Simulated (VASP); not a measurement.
# B6As (R-3m) in VASP: a series of runs

B6As is run at these levels: PBEsol; tasks: single point.

All numbers are computed with VASP 6.6.1; they aren't measurements. Logs are shortened: lines on timing, memory, paths and dates and some standing lists are left out, and cuts for length are marked.

### Step 1. The cell of the first run

It takes space group R-3m (No. 166, trigonal). The conventional cell has a = 6.177 Å, b = 6.177 Å, c = 11.986 Å, α = 90.00°, β = 90.00°, γ = 120.00°. B (site symmetry m) has 6 B at 1.79 to 1.91 Å within 2.4 Å. B (site symmetry m) has 5 B at 1.74 to 1.82 Å and 1 As at 2.01 Å within 2.3 Å. Within 2.7 Å of As (site symmetry 3m) lie 3 B at 2.01 Å and 1 As at 2.41 Å.

### Step 2. Single point, PBEsol (9.43 Å³/atom)

The input, INCAR:

```
SYSTEM = B6As
PREC = Accurate ; ENCUT = 520
EDIFF = 1E-7 ; ISMEAR = 0
SIGMA = 0.02 ; LREAL = .False.
LASPH = .True. ; NELM = 100
ALGO = Normal ; ISIF = 2
LWAVE = .False. ; LCHARG = .False.
GGA = PS ; NBANDS = 36
```

The input, KPOINTS:

```
Automatic mesh
0
Gamma
  6 6 6
  0 0 0
```

The input, POSCAR:

```
B6As
1.0
    3.0884815156      1.7831356344      3.9953928129
   -3.0884815156      1.7831356344      3.9953928129
    0.0000000000     -3.5662712688      3.9953928130
B As
12 2
Direct
    0.0149698887      0.0149698887      0.3244255957
    0.0149698887      0.3244255957      0.0149698887
    0.8220894155      0.2721598973      0.8220894155
    0.8220894155      0.8220894155      0.2721598973
    0.2721598973      0.8220894155      0.8220894155
    0.7278401027      0.1779105845      0.1779105845
    0.1779105845      0.7278401027      0.1779105845
    0.1779105845      0.1779105845      0.7278401027
    0.9850301113      0.6755744043      0.9850301113
    0.9850301113      0.9850301113      0.6755744043
    0.6755744043      0.9850301113      0.9850301113
    0.3244255957      0.0149698887      0.0149698887
    0.6005774064      0.6005774064      0.6005774064
    0.3994225936      0.3994225936      0.3994225936
```

Potentials or basis: VASP PAW PBE potentials, release 64 (B, As).

Command:

```
$ cat potpaw_PBE.64/B/POTCAR potpaw_PBE.64/As/POTCAR > POTCAR
$ mpirun -np 1 vasp_std > vasp.out
```

OUTCAR:

```text
SYSTEM = B6As
   PREC = Accurate
   ENCUT = 520
   EDIFF = 1E-7
   ISMEAR = 0
   LREAL = .False.
   LASPH = .True.
   NELM = 100
   ISIF = 2
   GGA = PS

 ion  position               nearest neighbor table
   1  0.015  0.015  0.324-   6 1.79   7 1.79  10 1.79   4 1.82   2 1.91  12 1.91
   2  0.015  0.324  0.015-   6 1.79   8 1.79   9 1.79   3 1.82   1 1.91  12 1.91
   3  0.822  0.272  0.822-   8 1.74   6 1.74  11 1.79  10 1.79   2 1.82  13 2.01
   4  0.822  0.822  0.272-   6 1.74   7 1.74   9 1.79  11 1.79   1 1.82  13 2.01
   5  0.272  0.822  0.822-   8 1.74   7 1.74   9 1.79  10 1.79  12 1.82  13 2.01
   6  0.728  0.178  0.178-   4 1.74   3 1.74   2 1.79   1 1.79  11 1.82  14 2.01
   7  0.178  0.728  0.178-   4 1.74   5 1.74  12 1.79   1 1.79   9 1.82  14 2.01
   8  0.178  0.178  0.728-   3 1.74   5 1.74   2 1.79  12 1.79  10 1.82  14 2.01
   9  0.985  0.676  0.985-   5 1.79   4 1.79   2 1.79   7 1.82  10 1.91  11 1.91
  10  0.985  0.985  0.676-   3 1.79   5 1.79   1 1.79   8 1.82   9 1.91  11 1.91
  11  0.676  0.985  0.985-   3 1.79   4 1.79  12 1.79   6 1.82  10 1.91   9 1.91
  12  0.324  0.015  0.015-   7 1.79   8 1.79  11 1.79   5 1.82   1 1.91   2 1.91
  13  0.601  0.601  0.601-   4 2.01   3 2.01   5 2.01  14 2.41
  14  0.399  0.399  0.399-   8 2.01   7 2.01   6 2.01  13 2.41

  LATTYP: Found a trigonal (rhomboedric) cell.
 ALAT       =     5.3555069314
 COS(alpha) =     0.3348511614

  Lattice vectors:

 A1 = (   3.0884815156,   1.7831356344,   3.9953928129)
 A2 = (  -3.0884815156,   1.7831356344,   3.9953928129)
 A3 = (   0.0000000000,  -3.5662712688,   3.9953928130)

Analysis of symmetry for initial positions (statically):
=====================================================================
 Subroutine PRICEL returns:
 Original cell was already a primitive cell.

 Routine SETGRP: Setting up the symmetry group for a
 trigonal (rhombohedral) supercell.

 Subroutine GETGRP returns: Found 12 space group operations
 (whereof 12 operations were pure point group operations)
 out of a pool of 12 trial point group operations.

The static configuration has the point symmetry D_3d.

Analysis of symmetry for dynamics (positions and initial velocities):
=====================================================================
 Subroutine PRICEL returns:
 Original cell was already a primitive cell.

 Routine SETGRP: Setting up the symmetry group for a
 trigonal (rhombohedral) supercell.

 Subroutine GETGRP returns: Found 12 space group operations
[... 143 lines left out ...]
   EFERMI_NEDOS =   21; number of points for ismear=-14 and -15
   IALGO  =     38    algorithm
   IMIX   =      4    mixing-type and parameters
     AMIX     =   0.40;   BMIX     =  1.00
     AMIX_MAG =   1.60;   BMIX_MAG =  1.00
  volume/ion in A,a.u.               =       9.43        63.64
  Fermi-wavevector in a.u.,A,eV,Ry     =   1.151987  2.176939 18.055924  1.327073
  Thomas-Fermi vector in A             =   2.288641
   LORBIT       =      0    0 simple, 1 ext, 2 COOP (PROOUT), +10 PAW based schemes
   GGA     = PS    functional components
   LHFCALC =     F    Hartree Fock is set to
   AEXX    =    0.0000 exact exchange contribution
   IVDW    =     0    specifies the selected vdW correction
   LEPSILON=     F    determine dielectric tensor
   LRPA    =     F    only Hartree local field effects (RPA)
 non-spin polarized calculation
 Gauss-broadening in eV      SIGMA  =   0.02
  energy-cutoff  :      520.00
  volume of cell :      132.02
 maximum number of plane-waves:      3582
   NGX = 19   NGY = 19   NGZ = 19

 number of electron      45.9999998 magnetization

 Free energy of the ion-electron system (eV)
  ---------------------------------------------------
  ext. energy  EPLUGINS =         0.00000000
  ---------------------------------------------------
  free energy    TOTEN  =       -96.98218772 eV

  energy without entropy =      -96.98218772  energy(sigma->0) =      -96.98218772

 E-fermi :   4.3133     XC(G=0): -11.0478

 val. band max:        4.2257973382   @ k =   0.1667   0.0000   0.0000
 cond. band min:       6.7405664014   @ k =   0.5000   0.5000   0.5000
 fundamental gap:      2.5147690632
 Fermi energy:         4.3133404662

 k-point     1 :       0.0000    0.0000    0.0000
  band No.  band energies     occupation
      1     -10.3053      2.00000
      2      -7.3921      2.00000
      3      -5.6874      2.00000
      4      -5.6874      2.00000
      5      -5.6374      2.00000
      6      -4.5445      2.00000
[... 901 lines left out ...]
     34      12.4163      0.00000
     35      12.7389      0.00000

 [... further k-points ...]

 [bands above 35 left out]

------------------------ aborting loop because EDIFF is reached ----------------------------------------

  FORCE on cell =-STRESS in cart. coord.  units (eV):
  Direction    XX          YY          ZZ          XY          YZ          ZX
  --------------------------------------------------------------------------------------
  -------------------------------------------------------------------------------------
  Total       -3.8359333     -3.8359333     -3.9528289      0.0000000      0.0000000     -0.0000000
  in kB      -46.5523395    -46.5523395    -47.9709677      0.0000000      0.0000000     -0.0000000
  external PRESSURE =     -47.0252155 kB  Pullay stress =       0.0000000 kB

 VOLUME and BASIS-vectors are now :
 -----------------------------------------------------------------------------
  energy-cutoff  :      520.00
  volume of cell :      132.02
      direct lattice vectors                 reciprocal lattice vectors
     3.088481516  1.783135634  3.995392813     0.161891854  0.093468306  0.083429427
    -3.088481516  1.783135634  3.995392813    -0.161891854  0.093468306  0.083429427
     0.000000000 -3.566271269  3.995392813     0.000000000 -0.186936611  0.083429427

 POSITION                                       TOTAL-FORCE (eV/Angst)
 -----------------------------------------------------------------------------------
      0.00000     -1.10360      1.41583         0.000000     -0.010672      0.019170
     -0.95575      0.55180      1.41583        -0.009242      0.005336      0.019170
      1.69845     -0.98060      7.65653         0.024223     -0.013985      0.007999
      0.00000      1.96120      7.65653         0.000000      0.027970      0.007999
     -1.69845     -0.98060      7.65653        -0.024223     -0.013985      0.007999
      1.69845      0.98060      4.32965         0.024223      0.013985     -0.007999
     -1.69845      0.98060      4.32965        -0.024223      0.013985     -0.007999
      0.00000     -1.96120      4.32965         0.000000     -0.027970     -0.007999
      0.95575     -0.55180     10.57035         0.009242     -0.005336     -0.019170
      0.00000      1.10360     10.57035         0.000000      0.010672     -0.019170
     -0.95575     -0.55180     10.57035        -0.009242     -0.005336     -0.019170
      0.95575      0.55180      1.41583         0.009242      0.005336      0.019170
      0.00000      0.00000      7.19863         0.000000     -0.000000      0.018434
      0.00000      0.00000      4.78755         0.000000     -0.000000     -0.018434
 -----------------------------------------------------------------------------------
    total drift:                                0.000000     -0.000000     -0.000000

  FREE ENERGIE OF THE ION-ELECTRON SYSTEM (eV)
  ---------------------------------------------------
  free  energy   TOTEN  =       -96.9821877232 eV

  energy  without entropy=      -96.9821877232  energy(sigma->0) =      -96.98218772
```

OSZICAR:

```text
N       E                     dE             d eps       ncg     rms          rms(c)
DAV:   1     0.116777404512E+03    0.11678E+03   -0.20682E+04  2304   0.115E+03
DAV:   2    -0.944129784562E+02   -0.21119E+03   -0.19876E+03  2972   0.216E+02
DAV:   3    -0.103952392448E+03   -0.95394E+01   -0.94421E+01  2980   0.429E+01
DAV:   4    -0.104054029027E+03   -0.10164E+00   -0.10145E+00  3104   0.459E+00
DAV:   5    -0.104055106163E+03   -0.10771E-02   -0.10768E-02  3064   0.459E-01    0.124E+01
DAV:   6    -0.979155301579E+02    0.61396E+01   -0.86468E+00  2692   0.140E+01    0.670E+00
DAV:   7    -0.970160384550E+02    0.89949E+00   -0.39032E+00  2952   0.886E+00    0.257E+00
DAV:   8    -0.969912879939E+02    0.24750E-01   -0.74389E-01  2676   0.394E+00    0.105E+00
DAV:   9    -0.969824997940E+02    0.87882E-02   -0.42426E-02  2788   0.103E+00    0.565E-01
DAV:  10    -0.969823885820E+02    0.11121E-03   -0.13834E-02  2872   0.531E-01    0.162E-01
DAV:  11    -0.969821772541E+02    0.21133E-03   -0.29254E-03  2656   0.265E-01    0.933E-02
DAV:  12    -0.969821888928E+02   -0.11639E-04   -0.30943E-04  2808   0.904E-02    0.141E-02
DAV:  13    -0.969821865680E+02    0.23248E-05   -0.44647E-05  2784   0.331E-02    0.836E-03
DAV:  14    -0.969821872870E+02   -0.71898E-06   -0.93314E-06  3208   0.154E-02    0.556E-03
DAV:  15    -0.969821877224E+02   -0.43541E-06   -0.19893E-06  2828   0.660E-03    0.233E-03
DAV:  16    -0.969821877232E+02   -0.79945E-09   -0.29993E-07  2428   0.254E-03
   1 F= -.96982188E+02 E0= -.96982188E+02  d E =-.153953E-11
```

Wall time 4 min (1 thread of Intel Xeon 8259CL, shared host); peak memory 0.31 GiB.

Results:

```
Free energy            : -96.9822 eV
Pressure               : -4.7 GPa
Largest force          : 0.029 eV/Å
Band gap on the k mesh : 2.51 eV (least direct gap 2.54 eV)
```

Forces on the atoms (eV/Å):
```
B    0.000 -0.011  0.019
B   -0.009  0.005  0.019
B    0.024 -0.014  0.008
B    0.000  0.028  0.008
B   -0.024 -0.014  0.008
B    0.024  0.014 -0.008
B   -0.024  0.014 -0.008
B    0.000 -0.028 -0.008
B    0.009 -0.005 -0.019
B    0.000  0.011 -0.019
B   -0.009 -0.005 -0.019
B    0.009  0.005  0.019
As   0.000  0.000  0.018
As   0.000  0.000 -0.018
```

Levels at points of the mesh, in eV from the valence-band top:
```tsv
k point	band 19	band 20	band 21	band 22	band 23	band 24	band 25	band 26	band 27	band 28
(0.00, 0.00, 0.00)	-1.26	-0.20	-0.20	-0.01	-0.01	4.37	4.70	4.70	4.90	5.83
(0.50, 0.00, 0.00)	-1.45	-1.34	-1.25	-1.00	-0.04	2.62	4.14	4.59	5.02	5.36
(0.50, 0.50, 0.00)	-1.90	-1.50	-0.91	-0.69	-0.22	3.39	4.31	4.71	5.04	5.14
(0.50, 0.50, 0.50)	-0.79	-0.79	-0.76	-0.76	-0.02	2.51	3.69	3.75	4.58	4.58
```

Caveat: the cell stands under tension; the PAW data sets were made with another functional, which shifts forces and pressure a little.

### Step 3. Single point, PBEsol (9.70 Å³/atom)

This run uses another cell than the first one, of 9.70 Å³/atom.

The input, INCAR:

```
  ALGO = Normal
  EDIFF = 1E-7
  ENCUT = 520
  GGA = PS
  ISIF = 2
  ISMEAR = 0
  LASPH = True
  LCHARG = False
  LREAL = False
  LWAVE = False
  NBANDS = 36
  NELM = 60
  PREC = Accurate
  SIGMA = 0.02
```

The input, KPOINTS:

```
k-points
0
Gamma
  6 6 6
```

The input, POSCAR:

```
B6As
1.0
    3.1153232077      1.7986326926      4.0412146316
   -3.1153232077      1.7986326926      4.0412146316
    0.0000000000     -3.5972653851      4.0412146316
B As
12 2
Direct
    0.0143153305      0.0143153305      0.3241469030
    0.0143153305      0.3241469030      0.0143153305
    0.8224167295      0.2716520853      0.8224167295
    0.8224167295      0.8224167295      0.2716520853
    0.2716520853      0.8224167295      0.8224167295
    0.7283479147      0.1775832705      0.1775832705
    0.1775832705      0.7283479147      0.1775832705
    0.1775832705      0.1775832705      0.7283479147
    0.9856846695      0.6758530970      0.9856846695
    0.9856846695      0.9856846695      0.6758530970
    0.6758530970      0.9856846695      0.9856846695
    0.3241469030      0.0143153305      0.0143153305
    0.6003937688      0.6003937688      0.6003937688
    0.3996062312      0.3996062312      0.3996062312
```

Potentials or basis: VASP PAW PBE potentials, release 64 (B, As).

Command:

```
$ cat potpaw_PBE.64/B/POTCAR potpaw_PBE.64/As/POTCAR > POTCAR
$ mpirun -np 1 vasp_std > vasp.out
```

Wall time 4.8 min (1 thread of Intel Xeon 8259CL, shared host); peak memory 0.31 GiB.

Results (log left out):

- Free energy: -96.8137 eV
- Pressure: -9.3 GPa
- Largest force: 0.024 eV/Å
- Band gap on the k mesh: 2.34 eV

Forces in eV/Å, atoms in the order of the input:
```
B    0.000 -0.010  0.018
B   -0.009  0.005  0.018
B    0.020 -0.012  0.007
B    0.000  0.023  0.007
B   -0.020 -0.012  0.007
B    0.020  0.012 -0.007
B   -0.020  0.012 -0.007
B    0.000 -0.023 -0.007
B    0.009 -0.005 -0.018
B    0.000  0.010 -0.018
B   -0.009 -0.005 -0.018
B    0.009  0.005  0.018
As   0.000  0.000  0.015
As   0.000  0.000 -0.015
```

Stress tensor (GPa, compression positive):
```
-9.29  0.00  0.00
 0.00 -9.29  0.00
 0.00  0.00 -9.41
```

Levels at points of the mesh, in eV from the valence-band top:
```csv
k point,band 19,band 20,band 21,band 22,band 23,band 24,band 25,band 26,band 27,band 28
"(0.00, 0.00, 0.00)",-1.20,-0.19,-0.19,-0.01,-0.01,4.29,4.68,4.68,4.76,5.73
"(0.50, 0.00, 0.00)",-1.40,-1.31,-1.23,-0.95,-0.04,2.60,4.09,4.61,4.93,5.22
"(0.50, 0.50, 0.00)",-1.86,-1.48,-0.88,-0.68,-0.21,3.40,4.16,4.67,4.99,5.04
"(0.50, 0.50, 0.50)",-0.78,-0.78,-0.74,-0.74,0.00,2.34,3.63,3.73,4.56,4.56
```

Caveat: the cell stands under tension; the PAW data sets were made with another functional, which shifts forces and pressure a little. A k mesh can miss the band edges.
